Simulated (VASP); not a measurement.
**ZnSe: elastic constants with PBEsol**

ZnSe:

```xyz
2
Lattice="0.0000 2.8028 2.8028 2.8028 0.0000 2.8028 2.8028 2.8028 0.0000" Properties=species:S:1:pos:R:3 pbc="T T T"
Zn    0.0000    0.0000    0.0000
Se    4.2041    4.2041    4.2041
```

```json
{"Program": "VASP 6.6.1", "Task": "elastic constants", "Functional": "PBEsol", "Potentials or basis": "VASP PAW PBE potentials, release 64 (Zn, Se)", "Cutoff": "600 eV", "k mesh": "8 × 8 × 8", "Occupations": "gaussian, width 0.01 eV", "Spin": "no spin polarisation", "Dipole correction": "no", "Ions in elastic constants": "relaxed", "Further INCAR settings": "ALGO = Normal; EDIFF = 1e-08; IBRION = 6; POTIM = 0.015; NSW = 1; ISIF = 3"}
```

The elastic constants C11, C12, C44 are 93, 58, 40 GPa and the voigt bulk modulus is 69 GPa. The highest phonon frequency at Γ, LO-TO splitting left out is 215 cm⁻¹.

Phonon frequencies in cm⁻¹ (negative: imaginary):
| q point | frequencies |
| --- | --- |
| (0.000, 0.000, 0.000) | 0 0 0 215 215 215 |

Elastic tensor in Voigt notation (GPa, in the Cartesian axes of the cell as first typed):
```
93 58 58  0  0  0
58 93 58  0  0  0
58 58 93  0  0  0
 0  0  0 40  0  0
 0  0  0  0 40  0
 0  0  0  0  0 40
```

Clamped-ion elastic tensor (GPa):
```
93 58 58  0  0  0
58 93 58  0  0  0
58 58 93  0  0  0
 0  0  0 64  0  0
 0  0  0  0 64  0
 0  0  0  0  0 64
```

It took 19 min on 1 thread of AMD EPYC 7R13, on a shared host, peak memory 0.34 GiB.

Caveat: the cell is under stress, which shifts elastic constants; the PAW data sets were made with another functional, which shifts forces and pressure a little.
